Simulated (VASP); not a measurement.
# SiO2 (Imma) in VASP: further runs

The runs below take SiO2 through single point, with PBEsol, PBE, LDA.

Program: VASP 6.6.1. These are calculated values, not measurements. Logs are shortened: lines on timing, memory, paths and dates and some standing lists are left out, and cuts for length are marked.

## (1) The cell of the first run

The structure is orthorhombic, space group Imma (No. 74). The conventional cell has a = 5.264 Å, b = 9.578 Å, c = 8.918 Å, α = 90.00°, β = 90.00°, γ = 90.00°. Si (site symmetry m) has 4 O at 1.60 to 1.62 Å within 2.1 Å. O (site symmetry 2/m) has 2 Si at 1.60 Å within 2.1 Å. O (site symmetry 2) has 2 Si at 1.62 Å within 2.2 Å. O (site symmetry mm2) has 2 Si at 1.62 Å within 2.2 Å.

## (2) Single point, PBEsol

The input, INCAR:

```
PREC = Accurate
ENCUT = 520
EDIFF = 1E-6
ISMEAR = -1
SIGMA = 0.05
LREAL = False
LASPH = True
NELM = 60
ALGO = Normal
ISIF = 2
LWAVE = False
LCHARG = True
GGA = PS
LELF = True
LVHAR = True
NBANDS = 44
```

The input, KPOINTS:

```
regular mesh
0
Gamma
  6 6 6
```

The input, POSCAR:

```
SiO2
1.0
   -2.6319097794      4.7887587702      4.4592062288
    2.6319097794     -4.7887587702      4.4592062288
    2.6319097794      4.7887587702     -4.4592062288
Si O
4 8
Direct
    0.2601709693      0.8446619087      0.4155090606
    0.0708471520      0.1553380913      0.9155090606
    0.7398290307      0.1553380913      0.5844909394
    0.9291528480      0.8446619087      0.0844909394
    0.5000000000      0.0000000000      0.5000000000
    0.0000000000      0.0000000000      0.0000000000
    0.7917747801      0.0000000000      0.2917747801
    0.2082252199      0.5000000000      0.2082252199
    0.2082252199      0.0000000000      0.7082252199
    0.7917747801      0.5000000000      0.7917747801
    0.8689983419      0.1189983419      0.7500000000
    0.1310016581      0.8810016581      0.2500000000
```

Potentials or basis: VASP PAW PBE potentials, release 64 (Si, O).

Run with:

```console
cat potpaw_PBE.64/Si/POTCAR potpaw_PBE.64/O/POTCAR > POTCAR
mpirun -np 1 vasp_std > vasp.out
```

OUTCAR:

```text
PREC = Accurate
   ENCUT = 520
   EDIFF = 1E-6
   ISMEAR = -1
   LREAL = False
   LASPH = True
   NELM = 60
   ISIF = 2
   GGA = PS

 ion  position               nearest neighbor table
   1  0.260  0.845  0.416-   5 1.60   8 1.62   9 1.62  12 1.62   2 3.13   2 3.13
   2  0.071  0.155  0.916-   6 1.60   9 1.62   8 1.62  11 1.62   1 3.13   1 3.13
   3  0.740  0.155  0.584-   5 1.60  10 1.62   7 1.62  11 1.62   4 3.13   4 3.13
   4  0.929  0.845  0.084-   6 1.60   7 1.62  10 1.62  12 1.62   3 3.13   3 3.13
   5  0.500  0.000  0.500-   1 1.60   3 1.60
   6  0.000  0.000  0.000-   2 1.60   4 1.60
   7  0.792  0.000  0.292-   4 1.62   3 1.62
   8  0.208  0.500  0.208-   2 1.62   1 1.62
   9  0.208  0.000  0.708-   2 1.62   1 1.62
  10  0.792  0.500  0.792-   4 1.62   3 1.62
  11  0.869  0.119  0.750-   3 1.62   2 1.62
  12  0.131  0.881  0.250-   1 1.62   4 1.62

  LATTYP: Found a body centered orthorhombic cell.
 ALAT       =     5.2638195588
 B/A-ratio  =     1.6942853679
 C/A-ratio  =     1.8194995922

  Lattice vectors:

 A1 = (   2.6319097794,  -4.7887587702,  -4.4592062288)
 A2 = (  -2.6319097794,  -4.7887587702,   4.4592062288)
 A3 = (  -2.6319097794,   4.7887587702,  -4.4592062288)

Analysis of symmetry for initial positions (statically):
=====================================================================
 Subroutine PRICEL returns:
 Original cell was already a primitive cell.

 Routine SETGRP: Setting up the symmetry group for a
 body centered orthorhombic supercell.

 Subroutine GETGRP returns: Found  8 space group operations
 (whereof  4 operations were pure point group operations)
 out of a pool of  8 trial point group operations.

The static configuration has the point symmetry C_2h.
 The point group associated with its full space group is D_2h.

Analysis of symmetry for dynamics (positions and initial velocities):
=====================================================================
 Subroutine PRICEL returns:
 Original cell was already a primitive cell.

 Routine SETGRP: Setting up the symmetry group for a
 body centered orthorhombic supercell.

 Subroutine GETGRP returns: Found  8 space group operations
 (whereof  4 operations were pure point group operations)
 out of a pool of  8 trial point group operations.

The dynamic configuration has the point symmetry C_2h.
 The point group associated with its full space group is D_2h.

 Subroutine INISYM returns: Found  8 space group operations
 (whereof  4 operations are pure point group operations),
 and found     1 'primitive' translations

----------------------------------------------------------------------------------------

                                     Primitive cell

  volume of cell :     224.8079

  direct lattice vectors                    reciprocal lattice vectors
    -2.631909779  4.788758770  4.459206229     0.000000000  0.104411190  0.112127579
     2.631909779 -4.788758770  4.459206229     0.189976117  0.000000000  0.112127579
     2.631909779  4.788758770 -4.459206229     0.189976117  0.104411190  0.000000000

  length of vectors
     7.052919951  7.052919951  7.052919951     0.153213219  0.220598094  0.216777816

  position of ions in fractional coordinates (direct lattice)
     0.260170969  0.844661909  0.415509061
     0.070847152  0.155338091  0.915509061
     0.739829031  0.155338091  0.584490939
     0.929152848  0.844661909  0.084490939
     0.500000000  0.000000000  0.500000000
     0.000000000  0.000000000  0.000000000
     0.791774780  0.000000000  0.291774780
     0.208225220  0.500000000  0.208225220
     0.208225220  0.000000000  0.708225220
     0.791774780  0.500000000  0.791774780
     0.868998342  0.118998342  0.750000000
     0.131001658  0.881001658  0.250000000

  ion indices of the primitive-cell ions
   primitive index   ion index
                 1           1
                 2           2
                 3           3
                 4           4
                 5           5
                 6           6
                 7           7
                 8           8
                 9           9
                10          10
                11          11
                12          12

----------------------------------------------------------------------------------------

 KPOINTS: regular mesh

Automatic generation of k-mesh.
 Grid dimensions read from file:
 generate k-points for:    6    6    6

 Generating k-lattice:

  Cartesian coordinates                     Fractional coordinates (reciprocal lattice)
     0.000000000  0.017401865  0.018687930     0.166666667  0.000000000 -0.000000000
     0.031662686  0.000000000  0.018687930     0.000000000  0.166666667  0.000000000
     0.031662686  0.017401865  0.000000000    -0.000000000  0.000000000  0.166666667

  Length of vectors
     0.025535537  0.036766349  0.036129636

  Shift w.r.t. Gamma in fractional coordinates (k-lattice)
     0.000000000  0.000000000  0.000000000

 Subroutine IBZKPT returns following result:
 ===========================================

 Found     46 irreducible k-points:

 Following reciprocal coordinates:
            Coordinates               Weight
  0.000000  0.000000  0.000000      1.000000
  0.166667  0.000000  0.000000      4.000000
  0.333333 -0.000000  0.000000      4.000000
  0.500000 -0.000000  0.000000      2.000000
  0.000000  0.166667  0.000000      4.000000
  0.166667  0.166667  0.000000      8.000000
[... 16 lines left out ...]
 -0.166667  0.166667  0.166667      2.000000
  0.166667  0.333333  0.166667      4.000000
 [... further k-points ...]
   k-points           NKPTS =     46   k-points in BZ     NKDIM =     46   number of bands    NBANDS=     44
   number of dos      NEDOS =    301   number of ions     NIONS =     12
   total plane-waves  NPLWV = 157464
   dimension x,y,z NGX =    54 NGY =   54 NGZ =   54
   dimension x,y,z NGXF=   108 NGYF=  108 NGZF=  108
   ions per type =               4   8
   NGX,Y,Z   is equivalent  to a cutoff of  12.73, 12.73, 12.73 a.u.
   NGXF,Y,Z  is equivalent  to a cutoff of  25.46, 25.46, 25.46 a.u.
 SYSTEM =  unknown system
   PREC   = accura    normal or accurate (medium, high low for compatibility)
   ISTART =      0    job   : 0-new  1-cont  2-samecut
   ICHARG =      2    charge: 1-file 2-atom 10-const
   ISPIN  =      1    spin polarized calculation?
   LNONCOLLINEAR =      F non collinear calculations
   LSORBIT =      F    spin-orbit coupling
   LASPH  =      T    aspherical Exc in radial PAW
   ENCUT  =  520.0 eV  38.22 Ry    6.18 a.u.  13.11 13.11 13.11*2*pi/ulx,y,z
   NELM   =     60;   NELMIN=  2; NELMDL= -5     # of ELM steps
   EDIFF  = 0.1E-05   stopping-criterion for ELM
   LREAL  =      F    real-space projection
   EDIFFG = 0.1E-04   stopping-criterion for IOM
   NSW    =      0    number of steps for IOM
   IBRION =     -1    ionic relax: 0-MD 1-quasi-New 2-CG
   NFREE  =      0    steps in history (QN), initial steepest desc. (CG)
   ISIF   =      2    stress and relaxation
   ISYM   =      2    0-nonsym 1-usesym 2-fastsym
   POTIM  = 0.5000    time-step for ionic-motion
   TEBEG  =    0.0;   TEEND  =   0.0 temperature during run
   PSTRESS=    0.0 pullay stress
   NELECT =      64.0000    total number of electrons
   NUPDOWN=      -1.0000    fix difference up-down
   EMIN   =  10.00;   EMAX   =-10.00  energy-range for DOS
   EFERMI =   0.00;   METHOD = LEGACY
   ISMEAR =    -1;   SIGMA  =   0.05  broadening in eV -4-tet -1-fermi 0-gaus
   EFERMI_NEDOS =   21; number of points for ismear=-14 and -15
   IALGO  =     38    algorithm
   IMIX   =      4    mixing-type and parameters
     AMIX     =   0.40;   BMIX     =  1.00
     AMIX_MAG =   1.60;   BMIX_MAG =  1.00
  volume/ion in A,a.u.               =      18.73       126.42
  Fermi-wavevector in a.u.,A,eV,Ry     =   1.076955  2.035150 15.780480  1.159833
  Thomas-Fermi vector in A             =   2.212854
   LORBIT       =      0    0 simple, 1 ext, 2 COOP (PROOUT), +10 PAW based schemes
   GGA     = PS    functional components
   LHFCALC =     F    Hartree Fock is set to
   AEXX    =    0.0000 exact exchange contribution
   IVDW    =     0    specifies the selected vdW correction
   LEPSILON=     F    determine dielectric tensor
   LRPA    =     F    only Hartree local field effects (RPA)
 non-spin polarized calculation
  energy-cutoff  :      520.00
  volume of cell :      224.81
 maximum number of plane-waves:      6078
 NGX is ok and might be reduce to    54
   NGX = 27   NGY = 27   NGZ = 27

 number of electron      64.0000007 magnetization

 Free energy of the ion-electron system (eV)
  ---------------------------------------------------
  ext. energy  EPLUGINS =         0.00000000
  ---------------------------------------------------
  free energy    TOTEN  =       -98.61941260 eV

  energy without entropy =      -98.61941260  energy(sigma->0) =      -98.61941260

 E-fermi :  -0.4885     XC(G=0):  -6.9950

 val. band max:       -1.5989105458   @ k =   0.0000   0.0000   0.0000
 cond. band min:       3.8975982551   @ k =   0.0000   0.0000   0.0000
 fundamental gap:      5.4965088010
 Fermi energy:        -0.4885201515

 k-point     1 :       0.0000    0.0000    0.0000
  band No.  band energies     occupation
      1     -21.0126      2.00000
      2     -20.1047      2.00000
      3     -19.6027      2.00000
      4     -19.5812      2.00000
      5     -19.0146      2.00000
      6     -18.9654      2.00000
[... 36 lines left out ...]
     43       8.6530      0.00000
     44       8.9590      0.00000

 k-point     2 :       0.1667    0.0000    0.0000
  band No.  band energies     occupation
      1     -20.9833      2.00000
      2     -20.1852      2.00000
      3     -19.6965      2.00000
      4     -19.4326      2.00000
      5     -19.0097      2.00000
      6     -18.9672      2.00000
[... 1026 lines left out ...]
 k-point    24 :       0.1667    0.3333    0.1667
  band No.  band energies     occupation
      1     -20.5359      2.00000
      2     -20.3756      2.00000
      3     -19.8811      2.00000
      4     -19.6733      2.00000
      5     -18.9761      2.00000
      6     -18.9708      2.00000
[... 36 lines left out ...]
     43       9.2969      0.00000
     44       9.4638      0.00000

 [... further k-points ...]
[... 5 lines left out ...]
  --------------------------------------------------------------------------------------
  -------------------------------------------------------------------------------------
  Total        0.5895201      0.4790219      0.5114234      0.0000000      0.0000000      0.0000000
  in kB        4.2014354      3.4139285      3.6448503      0.0000000      0.0000000      0.0000000
  external PRESSURE =       3.7534047 kB  Pullay stress =       0.0000000 kB

 VOLUME and BASIS-vectors are now :
 -----------------------------------------------------------------------------
  energy-cutoff  :      520.00
  volume of cell :      224.81
      direct lattice vectors                 reciprocal lattice vectors
    -2.631909779  4.788758770  4.459206229     0.000000000  0.104411190  0.112127579
     2.631909779 -4.788758770  4.459206229     0.189976117  0.000000000  0.112127579
     2.631909779  4.788758770 -4.459206229     0.189976117  0.104411190  0.000000000

 POSITION                                       TOTAL-FORCE (eV/Angst)
 -----------------------------------------------------------------------------------
      2.63191     -0.80921      3.07384        -0.000000      0.042078      0.029283
      2.63191      3.97955     -3.07384        -0.000000      0.042078     -0.029283
      0.00000      5.59797      1.38537         0.000000     -0.042078     -0.029283
      0.00000      0.80921      7.53304         0.000000     -0.042078      0.029283
      0.00000      4.78876      0.00000         0.000000     -0.000000     -0.000000
      0.00000      0.00000      0.00000         0.000000     -0.000000     -0.000000
     -1.31595      5.18886      2.22960         0.000000     -0.005964     -0.000000
      1.31595     -0.40010      2.22960        -0.000000      0.005964     -0.000000
      1.31595      4.38866     -2.22960        -0.000000      0.005964     -0.000000
      1.31595      5.18886      2.22960         0.000000     -0.005964     -0.000000
     -0.00000      7.18314      1.06128         0.000000     -0.000000     -0.000229
      2.63191     -2.39438      3.39793        -0.000000     -0.000000      0.000229
 -----------------------------------------------------------------------------------
    total drift:                                0.000001      0.000000     -0.000000

  FREE ENERGIE OF THE ION-ELECTRON SYSTEM (eV)
  ---------------------------------------------------
  free  energy   TOTEN  =       -98.6194125988 eV

  energy  without entropy=      -98.6194125987  energy(sigma->0) =      -98.61941260
```

It took 22 min on 1 thread of Intel Xeon 8259CL, shared host; peak memory 0.56 GiB.

Results:

* Free energy: -98.6194 eV
* Pressure: 0.4 GPa
* Largest force: 0.051 eV/Å
* Band gap on the k mesh: 5.50 eV

Forces in eV/Å, atoms in the order of the input:
```
Si   0.000  0.042  0.029
Si   0.000  0.042 -0.029
Si   0.000 -0.042 -0.029
Si   0.000 -0.042  0.029
O    0.000  0.000  0.000
O    0.000  0.000  0.000
O    0.000 -0.006  0.000
O    0.000  0.006  0.000
O    0.000  0.006  0.000
O    0.000 -0.006  0.000
O    0.000  0.000  0.000
O    0.000  0.000  0.000
```

Levels at points of the mesh, in eV from the valence-band top:
| k point | band 30 | band 31 | band 32 | band 33 | band 34 | band 35 |
| --- | --- | --- | --- | --- | --- | --- |
| (0.00, 0.00, 0.00) | -0.72 | -0.46 | 0.00 | 5.50 | 8.54 | 8.56 |
| (0.50, 0.00, 0.00) | -0.54 | -0.31 | -0.17 | 6.45 | 7.03 | 8.44 |
| (0.00, 0.50, 0.00) | -0.82 | -0.77 | -0.23 | 7.57 | 7.89 | 8.40 |
| (0.50, 0.50, 0.00) | -0.96 | -0.42 | -0.42 | 7.71 | 7.71 | 8.92 |
| (0.50, 0.50, 0.50) | -0.25 | -0.25 | -0.02 | 7.36 | 7.43 | 7.81 |

Caveat: the PAW data sets were made with another functional, which shifts forces and pressure a little. A k mesh can miss the band edges.

## (3) Single point, PBE

This run uses another cell than the first one, of 19.01 Å³/atom.

The input, INCAR:

```
SYSTEM = SiO2
ALGO = Normal ; EDIFF = 1E-6
ENCUT = 520 ; GGA = PE
ISIF = 2 ; ISMEAR = -1
LASPH = .True. ; LCHARG = .False.
LREAL = .False. ; LWAVE = .False.
NBANDS = 44 ; NELM = 100
PREC = Accurate ; SIGMA = 0.05
```

The input, KPOINTS:

```
k-points
0
Gamma
  6 6 6
  0 0 0
```

The input, POSCAR:

```
SiO2
1.0
   -2.6432432211      4.8256391394      4.4716044419
    2.6432432211     -4.8256391394      4.4716044419
    2.6432432211      4.8256391394     -4.4716044419
Si O
4 8
Direct
    0.2598962968      0.8452204962      0.4146758006
    0.0694553044      0.1547795038      0.9146758006
    0.7401037032      0.1547795038      0.5853241994
    0.9305446956      0.8452204962      0.0853241994
    0.5000000000      0.0000000000      0.5000000000
    0.0000000000      0.0000000000      0.0000000000
    0.7935333999      0.0000000000      0.2935333999
    0.2064666001      0.5000000000      0.2064666001
    0.2064666001      0.0000000000      0.7064666001
    0.7935333999      0.5000000000      0.7935333999
    0.8666607601      0.1166607601      0.7500000000
    0.1333392399      0.8833392399      0.2500000000
```

Potentials or basis: VASP PAW PBE potentials, release 64 (Si, O).

Run with:

```console
cat potpaw_PBE.64/Si/POTCAR potpaw_PBE.64/O/POTCAR > POTCAR
mpirun -np 1 vasp_std > vasp.out
```

It took 9.7 min on 1 thread of AMD EPYC 7R43 (Zen 3), shared host; peak memory 0.56 GiB.

It converged, with:

```yaml
Free_energy: -94.8694 eV
Pressure: 0.1 GPa
Largest_force: 0.048 eV/Å
Band_gap_on_the_k_mesh: 5.38 eV
```

Forces in eV/Å, atoms in the order of the input:
```
Si   0.000  0.038  0.029
Si   0.000  0.038 -0.029
Si   0.000 -0.038 -0.029
Si   0.000 -0.038  0.029
O    0.000  0.000  0.000
O    0.000  0.000  0.000
O    0.000  0.014  0.000
O    0.000 -0.014  0.000
O    0.000 -0.014  0.000
O    0.000  0.014  0.000
O    0.000  0.000  0.013
O    0.000  0.000 -0.013
```

Levels at points of the mesh, in eV from the valence-band top:
```tsv
k point	band 29	band 30	band 31	band 32	band 33	band 34	band 35	band 36
(0.00, 0.00, 0.00)	-1.06	-0.69	-0.45	0.00	5.38	8.37	8.45	8.65
(0.50, 0.00, 0.00)	-0.55	-0.52	-0.30	-0.16	6.36	6.86	8.41	8.87
(0.00, 0.50, 0.00)	-0.85	-0.80	-0.74	-0.22	7.46	7.76	8.39	8.39
(0.50, 0.50, 0.00)	-0.93	-0.93	-0.40	-0.40	7.59	7.59	8.85	8.85
(0.50, 0.50, 0.50)	-0.55	-0.24	-0.23	-0.02	7.30	7.31	7.69	7.72
```

(Part 1 of 2 ends here.)
